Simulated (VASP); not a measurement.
Write the native input for VASP 6.6.1 that does the following.

| Quantity | Value |
| --- | --- |
| Task | single point |
| Functional | PBE |
| Potentials or basis | VASP PAW PBE potentials, release 64 (Ti_sv, H) |
| Cutoff | 520 eV |
| k mesh | 9 × 9 × 1, shifted |
| Occupations | methfessel-paxton, width 0.1 eV |
| Spin | no spin polarisation |
| Dipole correction | yes |
| Further INCAR settings | ALGO = Normal; EDIFF = 1e-06; NBANDS = 26; ISYM = 0 |

The structure of Ti3H lies in POSCAR:

```
Ti3H
1.0
    2.9075446931      0.0000000000      0.0000000000
   -1.4537723466      2.5180075669      0.0000000000
    0.0000000000      0.0000000000     19.9935258482
Ti H
3 1
Direct
    0.6666666667      0.3333333334      0.2000647625
    0.3333333333      0.6666666667      0.3124429306
    0.0000000000      0.0000000000      0.4248138079
    0.3333333333      0.1666666666      0.5011052856
```

One way to write it, as run:

INCAR

```
SYSTEM = Ti3H
ALGO = Normal
DIPOL = 0.5 0.5 0.360
EDIFF = 1E-6
ENCUT = 520
GGA = PE
IDIPOL = 3
ISIF = 2
ISMEAR = 1
ISYM = 0
LASPH = .TRUE.
LCHARG = .FALSE.
LDIPOL = .TRUE.
LREAL = .FALSE.
LWAVE = .FALSE.
NBANDS = 26
NELM = 100
PREC = Accurate
SIGMA = 0.1
```

KPOINTS

```
Automatic mesh
0
Gamma
  9 9 1
  0.5 0.5 0
```

Potentials or basis: VASP PAW PBE potentials, release 64 (Ti_sv, H).

The run is started by

```sh
$ cat potpaw_PBE.64/Ti_sv/POTCAR potpaw_PBE.64/H/POTCAR > POTCAR
$ mpirun -np 1 vasp_std > vasp.out
```

It gave:

| Quantity | Value |
| --- | --- |
| Largest force | 1.420 eV/Å |

It took 7.5 min on 1 thread of Intel(R) Xeon(R) 6975P-C (Granite Rapids), on a shared host, peak memory 0.55 GiB.
